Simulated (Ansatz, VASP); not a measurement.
**Al: VASP beside Ansatz**

```
Al
1.0
     0.00000    2.02050    2.02050
     2.02050    0.00000    2.02050
     2.02050    2.02050    0.00000
Al
1
Direct
  0.00000 0.00000 0.00000
```

Alike in both runs: functional PBE; k mesh 17 × 17 × 17; occupations fermi-dirac, width 0.1 eV; no spin polarisation.

Ansatz relaxed the structure, and its values are those at the end. VASP's run is a single point on that final structure, the one shown.

```csv
,VASP,Ansatz
version,VASP 6.6.1,Ansatz 0.2.0
potentials or method,"VASP PAW PBE potentials, release 64 (Al)","PAW with Ansatz's default frozen-core files, scalar-relativistic"
plane-wave cutoff (eV),520,420
valence electrons in the cell,3,3
```

|  | VASP | Ansatz | Ansatz less VASP |
| --- | --- | --- | --- |
| pressure (GPa) | 0.0 | 0.0 | +0.04 |

With one functional, cell and mesh, what is left measures potentials, basis and numerics.
